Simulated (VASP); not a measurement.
Crystal: BeTe.

```
CELL_PARAMETERS angstrom
0.00000 2.82862 2.82862
2.82862 0.00000 2.82862
2.82862 2.82862 0.00000
ATOMIC_POSITIONS crystal
Be 0.00000 0.00000 0.00000
Te 0.25000 0.25000 0.25000
```

Base run:

- Program: VASP 6.6.1
- Functional: r2SCAN
- Potentials or basis: VASP PAW PBE potentials, release 64 (Be, Te)
- Cutoff: 520 eV
- k mesh: 8 × 8 × 8
- Occupations: gaussian, width 0.01 eV
- Spin: no spin polarisation

Its results: band gap on the k mesh 2.37 eV (least direct gap 4.03 eV); pressure 0.2 GPa.

Problem. After a change of settings the same cell gave: band gap on the k mesh 2.00 eV (least direct gap 3.61 eV); pressure 0.8 GPa. Which change was it?
A. functional from r2SCAN to PBE0; k mesh from 8 × 8 × 8 to 6 × 6 × 6
B. functional from r2SCAN to PBE; k mesh from 8 × 8 × 8 to 4 × 4 × 4
C. functional from r2SCAN to HSE06; k mesh from 8 × 8 × 8 to 6 × 6 × 6

Solution. B.

Caveats: some runs use coarse meshes; spin-orbit coupling is left out, which moves the levels of the heavy elements; the PAW data sets were made with another functional, which shifts forces and pressure a little (at least some runs).
